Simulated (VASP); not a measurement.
# O (P6_3/mmc) in VASP: a series of runs

O is run at these levels: PBEsol; tasks: electric field gradients.

All numbers are computed with VASP 6.6.1; they aren't measurements. Logs are shortened: lines on timing, memory, paths and dates and some standing lists are left out, and cuts for length are marked.

## Step 1: The cell of the first run

It takes space group P6_3/mmc (No. 194, hexagonal). Conventional cell: a = 2.544 Å, b = 2.544 Å, c = 6.531 Å, α = 90.00°, β = 90.00°, γ = 120.00°. Within 1.6 Å of O (site symmetry 3m) lie 1 O at 1.16 Å.

## Step 2: Electric field gradients, PBEsol (volume scaled by 0.98)

Contents of INCAR:

```
  PREC = Accurate
  ENCUT = 520
  EDIFF = 1E-8
  ISMEAR = -1
  SIGMA = 0.03
  LREAL = False
  LASPH = True
  NELM = 60
  ALGO = Normal
  ISIF = 2
  LWAVE = False
  LCHARG = False
  GGA = PS
  LEFG = True
  NBANDS = 20
```

Contents of KPOINTS:

```
regular mesh
0
Gamma
  13 13 5
```

Contents of POSCAR:

```
O
1.0
    2.5438111071      0.0000000000      0.0000000000
   -1.2719055536      2.2030050412      0.0000000000
    0.0000000000      0.0000000000      6.5308711536
O
4
Direct
    0.3333333333      0.6666666667      0.1610000000
    0.6666666667      0.3333333333      0.6610000000
    0.3333333333      0.6666666667      0.3390000000
    0.6666666667      0.3333333333      0.8390000000
```

Potentials or basis: VASP PAW PBE potentials, release 64 (O).

Started as:

```
cat potpaw_PBE.64/O/POTCAR > POTCAR
mpirun -np 1 vasp_std > vasp.out
```

OUTCAR:

```text
PREC = Accurate
   ENCUT = 520
   EDIFF = 1E-8
   ISMEAR = -1
   LREAL = False
   LASPH = True
   NELM = 60
   ISIF = 2
   GGA = PS

 ion  position               nearest neighbor table
   1  0.333  0.667  0.161-   3 1.16
   2  0.667  0.333  0.661-   4 1.16
   3  0.333  0.667  0.339-   1 1.16
   4  0.667  0.333  0.839-   2 1.16

  LATTYP: Found a hexagonal cell.
 ALAT       =     2.5438111071
 C/A-ratio  =     2.5673569611

  Lattice vectors:

 A1 = (   2.5438111071,   0.0000000000,   0.0000000000)
 A2 = (  -1.2719055536,   2.2030050412,   0.0000000000)
 A3 = (   0.0000000000,   0.0000000000,   6.5308711536)

Analysis of symmetry for initial positions (statically):
=====================================================================
 Subroutine PRICEL returns:
 Original cell was already a primitive cell.

 Routine SETGRP: Setting up the symmetry group for a
 hexagonal supercell.

 Subroutine GETGRP returns: Found 24 space group operations
 (whereof 12 operations were pure point group operations)
 out of a pool of 24 trial point group operations.

The static configuration has the point symmetry D_3d.
 The point group associated with its full space group is D_6h.

Analysis of symmetry for dynamics (positions and initial velocities):
=====================================================================
 Subroutine PRICEL returns:
 Original cell was already a primitive cell.

 Routine SETGRP: Setting up the symmetry group for a
 hexagonal supercell.

 Subroutine GETGRP returns: Found 24 space group operations
 (whereof 12 operations were pure point group operations)
 out of a pool of 24 trial point group operations.

The dynamic configuration has the point symmetry D_3d.
 The point group associated with its full space group is D_6h.

 Subroutine INISYM returns: Found 24 space group operations
 (whereof 12 operations are pure point group operations),
 and found     1 'primitive' translations

----------------------------------------------------------------------------------------

                                     Primitive cell

  volume of cell :      36.5992

  direct lattice vectors                    reciprocal lattice vectors
     2.543811107  0.000000000  0.000000000     0.393110950  0.226962713  0.000000000
    -1.271905554  2.203005041  0.000000000     0.000000000  0.453925425  0.000000000
     0.000000000  0.000000000  6.530871154     0.000000000  0.000000000  0.153118930

  length of vectors
     2.543811107  2.543811107  6.530871154     0.453925425  0.453925425  0.153118930

  position of ions in fractional coordinates (direct lattice)
     0.333333333  0.666666667  0.161000000
     0.666666667  0.333333333  0.661000000
     0.333333333  0.666666667  0.339000000
     0.666666667  0.333333333  0.839000000

  ion indices of the primitive-cell ions
   primitive index   ion index
                 1           1
                 2           2
                 3           3
                 4           4

----------------------------------------------------------------------------------------

 KPOINTS: regular mesh

Automatic generation of k-mesh.
 Grid dimensions read from file:
 generate k-points for:   13   13    5

 Generating k-lattice:

  Cartesian coordinates                     Fractional coordinates (reciprocal lattice)
     0.030239304  0.017458670  0.000000000     0.076923077  0.000000000  0.000000000
     0.000000000  0.034917340  0.000000000     0.000000000  0.076923077  0.000000000
     0.000000000  0.000000000  0.030623786     0.000000000  0.000000000  0.200000000

  Length of vectors
     0.034917340  0.034917340  0.030623786

  Shift w.r.t. Gamma in fractional coordinates (k-lattice)
     0.000000000  0.000000000  0.000000000

 Subroutine IBZKPT returns following result:
 ===========================================

 Found     63 irreducible k-points:

 Following reciprocal coordinates:
            Coordinates               Weight
  0.000000  0.000000  0.000000      1.000000
  0.076923  0.000000  0.000000      6.000000
  0.153846  0.000000  0.000000      6.000000
  0.230769  0.000000  0.000000      6.000000
  0.307692  0.000000  0.000000      6.000000
  0.384615  0.000000  0.000000      6.000000
[... 16 lines left out ...]
  0.076923  0.000000  0.200000     12.000000
  0.153846  0.000000  0.200000     12.000000
 [... further k-points ...]
   k-points           NKPTS =     63   k-points in BZ     NKDIM =     63   number of bands    NBANDS=     20
   number of dos      NEDOS =    301   number of ions     NIONS =      4
   total plane-waves  NPLWV =  20000
   dimension x,y,z NGX =    20 NGY =   20 NGZ =   50
   dimension x,y,z NGXF=    40 NGYF=   40 NGZF=  100
   ions per type =               4
   NGX,Y,Z   is equivalent  to a cutoff of  13.07, 13.07, 12.73 a.u.
   NGXF,Y,Z  is equivalent  to a cutoff of  26.14, 26.14, 25.46 a.u.
 SYSTEM =  unknown system
   PREC   = accura    normal or accurate (medium, high low for compatibility)
   ISTART =      0    job   : 0-new  1-cont  2-samecut
   ICHARG =      2    charge: 1-file 2-atom 10-const
   ISPIN  =      1    spin polarized calculation?
   LNONCOLLINEAR =      F non collinear calculations
   LSORBIT =      F    spin-orbit coupling
   LASPH  =      T    aspherical Exc in radial PAW
   ENCUT  =  520.0 eV  38.22 Ry    6.18 a.u.   4.73  4.73 12.14*2*pi/ulx,y,z
   NELM   =     60;   NELMIN=  2; NELMDL= -5     # of ELM steps
   EDIFF  = 0.1E-07   stopping-criterion for ELM
   LREAL  =      F    real-space projection
   EDIFFG = 0.1E-06   stopping-criterion for IOM
   NSW    =      0    number of steps for IOM
   IBRION =     -1    ionic relax: 0-MD 1-quasi-New 2-CG
   NFREE  =      0    steps in history (QN), initial steepest desc. (CG)
   ISIF   =      2    stress and relaxation
   ISYM   =      2    0-nonsym 1-usesym 2-fastsym
   POTIM  = 0.5000    time-step for ionic-motion
   TEBEG  =    0.0;   TEEND  =   0.0 temperature during run
   PSTRESS=    0.0 pullay stress
   NELECT =      24.0000    total number of electrons
   NUPDOWN=      -1.0000    fix difference up-down
   EMIN   =  10.00;   EMAX   =-10.00  energy-range for DOS
   EFERMI =   0.00;   METHOD = LEGACY
   ISMEAR =    -1;   SIGMA  =   0.03  broadening in eV -4-tet -1-fermi 0-gaus
   EFERMI_NEDOS =   21; number of points for ismear=-14 and -15
   IALGO  =     38    algorithm
   IMIX   =      4    mixing-type and parameters
     AMIX     =   0.40;   BMIX     =  1.00
     AMIX_MAG =   1.60;   BMIX_MAG =  1.00
  volume/ion in A,a.u.               =       9.15        61.75
  Fermi-wavevector in a.u.,A,eV,Ry     =   1.422290  2.687738 27.523337  2.022908
  Thomas-Fermi vector in A             =   2.543009
   LORBIT       =      0    0 simple, 1 ext, 2 COOP (PROOUT), +10 PAW based schemes
   GGA     = PS    functional components
   LHFCALC =     F    Hartree Fock is set to
   AEXX    =    0.0000 exact exchange contribution
   IVDW    =     0    specifies the selected vdW correction
   LEPSILON=     F    determine dielectric tensor
   LRPA    =     F    only Hartree local field effects (RPA)
 non-spin polarized calculation
  energy-cutoff  :      520.00
  volume of cell :       36.60
 maximum number of plane-waves:      1005
 NGX is ok and might be reduce to    20
   NGX =  9   NGY =  9   NGZ = 25

 number of electron      23.9999994 magnetization

 Free energy of the ion-electron system (eV)
  ---------------------------------------------------
  ext. energy  EPLUGINS =         0.00000000
  ---------------------------------------------------
  free energy    TOTEN  =       -19.83092871 eV

  energy without entropy =      -19.82270493  energy(sigma->0) =      -19.82681682

 E-fermi :   2.5585     XC(G=0): -10.9598

 val. band max:        2.5552915957   @ k =   0.2308   0.0000   0.2000
 cond. band min:       2.5741935360   @ k =   0.3077   0.1538   0.2000
 fundamental gap:      0.0189019402
 Fermi energy:         2.5585131438

 k-point     1 :       0.0000    0.0000    0.0000
  band No.  band energies     occupation
      1     -26.7612      2.00000
      2     -26.6179      2.00000
      3     -13.5220      2.00000
      4     -11.5060      2.00000
      5      -7.8159      2.00000
      6      -4.6638      2.00000
[... 12 lines left out ...]
     19      18.0351      0.00000
     20      18.4723      0.00000

 k-point     2 :       0.0769    0.0000    0.0000
  band No.  band energies     occupation
      1     -26.7165      2.00000
      2     -26.5767      2.00000
      3     -13.4380      2.00000
      4     -11.4604      2.00000
      5      -7.7841      2.00000
      6      -4.7568      2.00000
[... 12 lines left out ...]
     19      18.1407      0.00000
     20      18.4929      0.00000

 k-point     3 :       0.1538    0.0000    0.0000
  band No.  band energies     occupation
      1     -26.5895      2.00000
      2     -26.4608      2.00000
      3     -13.1945      2.00000
      4     -11.3336      2.00000
      5      -7.7065      2.00000
      6      -5.1457      2.00000
[... 12 lines left out ...]
     19      18.4137      0.00000
     20      18.5726      0.00000

 k-point     4 :       0.2308    0.0000    0.0000
  band No.  band energies     occupation
      1     -26.4047      2.00000
      2     -26.2936      2.00000
      3     -12.8189      2.00000
      4     -11.1592      2.00000
      5      -7.6400      2.00000
      6      -5.8402      2.00000
[... 429 lines left out ...]
 k-point    23 :       0.0769    0.0000    0.2000
  band No.  band energies     occupation
      1     -26.7032      2.00000
      2     -26.5902      2.00000
      3     -13.3027      2.00000
      4     -11.7510      2.00000
      5      -7.4025      2.00000
      6      -4.9941      2.00000
[... 12 lines left out ...]
     19      18.0531      0.00000
     20      18.1285      0.00000

 k-point    24 :       0.1538    0.0000    0.2000
  band No.  band energies     occupation
      1     -26.5776      2.00000
      2     -26.4735      2.00000
      3     -13.0661      2.00000
      4     -11.6030      2.00000
      5      -7.3570      2.00000
      6      -5.2866      2.00000
[... 12 lines left out ...]
     19      18.2768      0.00000
     20      18.3358      0.00000

 [... further k-points ...]

------------------------ aborting loop because EDIFF is reached ----------------------------------------

  FORCE on cell =-STRESS in cart. coord.  units (eV):
  Direction    XX          YY          ZZ          XY          YZ          ZX
  --------------------------------------------------------------------------------------
  -------------------------------------------------------------------------------------
  Total       -1.1064270     -1.1064270     16.6137162      0.0000000      0.0000000      0.0000000
  in kB      -48.4352885    -48.4352885    727.2871303      0.0000000      0.0000000      0.0000000
  external PRESSURE =     210.1388511 kB  Pullay stress =       0.0000000 kB

 VOLUME and BASIS-vectors are now :
 -----------------------------------------------------------------------------
  energy-cutoff  :      520.00
  volume of cell :       36.60
      direct lattice vectors                 reciprocal lattice vectors
     2.543811107  0.000000000  0.000000000     0.393110950  0.226962713  0.000000000
    -1.271905554  2.203005041  0.000000000     0.000000000  0.453925425  0.000000000
     0.000000000  0.000000000  6.530871154     0.000000000  0.000000000  0.153118930

 POSITION                                       TOTAL-FORCE (eV/Angst)
 -----------------------------------------------------------------------------------
     -0.00000      1.46867      1.05147         0.000000      0.000000     -5.476297
      1.27191      0.73434      4.31691        -0.000000     -0.000000     -5.476297
     -0.00000      1.46867      2.21397         0.000000      0.000000      5.476297
      1.27191      0.73434      5.47940        -0.000000     -0.000000      5.476297
 -----------------------------------------------------------------------------------
    total drift:                               -0.000000      0.000000      0.000000

  FREE ENERGIE OF THE ION-ELECTRON SYSTEM (eV)
  ---------------------------------------------------
  free  energy   TOTEN  =       -19.8309287118 eV

  energy  without entropy=      -19.8227049319  energy(sigma->0) =      -19.82681682

 Electric field gradients (V/A^2)
---------------------------------------------------------------------
 ion       V_xx      V_yy      V_zz      V_xy      V_xz      V_yz
---------------------------------------------------------------------
   1     -54.145   -54.147   108.292    -0.001     0.000    -0.000
   2     -54.145   -54.147   108.292    -0.001    -0.000     0.000
   3     -54.145   -54.147   108.292    -0.001    -0.000     0.000
   4     -54.145   -54.147   108.292    -0.001     0.000    -0.000
---------------------------------------------------------------------

 Electric field gradients after diagonalization (V/A^2)
 (convention: |V_zz| > |V_xx| > |V_yy|)
----------------------------------------------------------------------
 ion       V_xx      V_yy      V_zz     asymmetry (V_yy - V_xx)/ V_zz
----------------------------------------------------------------------
   1     -54.148   -54.144   108.292       0.000
   2     -54.148   -54.144   108.292       0.000
   3     -54.148   -54.144   108.292       0.000
   4     -54.148   -54.144   108.292       0.000
----------------------------------------------------------------------

           NMR quadrupolar parameters

 Cq : quadrupolar parameter    Cq=e*Q*V_zz/h
 eta: asymmetry parameters     (V_yy - V_xx)/ V_zz
 Q  : nuclear electric quadrupole moment in mb (millibarn)
----------------------------------------------------------------------
 ion       Cq(MHz)       eta       Q (mb)
----------------------------------------------------------------------
   1       0.262       0.000       1.000
   2       0.262       0.000       1.000
   3       0.262       0.000       1.000
   4       0.262       0.000       1.000
----------------------------------------------------------------------
```

It took 45 s on 1 thread of AMD EPYC 7R43 (Zen 3), shared host; peak memory 0.13 GiB.

What came out:

| Item | Value |
| --- | --- |
| Free energy | -19.8309 eV |
| Pressure | 21.0 GPa |
| Largest force | 5.476 eV/Å |
| Band gap on the k mesh | zero (band 12 reaches 3.73 eV, above the bottom of band 13 at 1.68 eV) |

Forces on the atoms (eV/Å):
```
O    0.000  0.000 -5.476
O    0.000  0.000 -5.476
O    0.000  0.000  5.476
O    0.000  0.000  5.476
```

Levels at points of the mesh, in eV from the Fermi level:
| k point | band 10 | band 11 | band 12 | band 13 | band 14 | band 15 |
| --- | --- | --- | --- | --- | --- | --- |
| (0.00, 0.00, 0.00) | -6.29 | 1.07 | 1.07 | 1.36 | 1.36 | 8.58 |

Electric field gradients, principal values (V/Å²):
```tsv
atom	least	middle	greatest (by size)
1 O	-54.144	-54.148	108.292
2 O	-54.144	-54.148	108.292
3 O	-54.144	-54.148	108.292
4 O	-54.144	-54.148	108.292
```

Caveat: the standard files for N, O and F lose accuracy on very short bonds; spin is off for a triplet molecule; without QUAD_EFG the Cq values of the log hold for a quadrupole moment of 1 mb, not for the nuclei; the PAW data sets were made with another functional, which shifts forces and pressure a little.

(Continued in part 2 of 2.)
